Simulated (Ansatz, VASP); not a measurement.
One calculation of AgI, two programs

INCAR

```
PREC = Accurate
ENCUT = 500
EDIFF = 1E-6
ISMEAR = 0
SIGMA = 0.02
LREAL = False
LASPH = True
NELM = 120
ALGO = Normal
ISIF = 2
LWAVE = False
LCHARG = False
GGA = PE
NBANDS = 16
GGA_COMPAT = False
```

Contents of KPOINTS:

```
Automatic mesh
0
Gamma
  8 8 8
```

File POSCAR:

```
AgI
1.0
    0.0000000000      3.4225611762      3.4225611762
    3.4225611762      0.0000000000      3.4225611762
    3.4225611762      3.4225611762      0.0000000000
Ag I
1 1
Direct
    0.0000000000      0.0000000000      0.0000000000
    0.2500000000      0.2500000000      0.2500000000
```

Input for Ansatz:

```yaml
crystal:
  lattice:
    - [0.0, 3.4225611762, 3.4225611762]
    - [3.4225611762, 0.0, 3.4225611762]
    - [3.4225611762, 3.4225611762, 0.0]
  atoms:
    - { symbol: Ag, position: [0.0, 0.0, 0.0] }
    - { symbol: I, position: [0.25, 0.25, 0.25] }
basis:
  ecutwfc: 420
kpoints:
  mp_grid: { grid: [8, 8, 8] }
hamiltonian:
  xc: pbe
scf:
  occupations: { method: gaussian, width: 0.02 }
output:
  forces: true
  stress: true
  eigenvalues: true
  write_density: true
  write_potential: true
  elf: true
  volumetric_format: npy
```

Alike in both runs: task single point; functional PBE; k mesh 8 × 8 × 8; occupations gaussian, width 0.02 eV; no spin polarisation.

|  | VASP | Ansatz |
| --- | --- | --- |
| version | VASP 6.6.1 | Ansatz 0.2.0 |
| potentials or method | VASP PAW PBE potentials, release 64 (Ag, I), cutoff 500 eV | scalar-relativistic, plane waves, PAW |
| valence electrons in the cell | 18 | 36 |

```csv
,VASP,Ansatz,Ansatz less VASP
gap on the k mesh at the Fermi level (eV),1.36,1.36,-0.001
least direct gap on the mesh (eV),1.36,1.36,-0.001
pressure (GPa),-2.0,-1.9,+0.02
```

VASP's potentials hold 18 valence electrons a cell and Ansatz's 36, so a difference there can come from the potentials and not from the codes.

Spin-orbit coupling is off throughout.
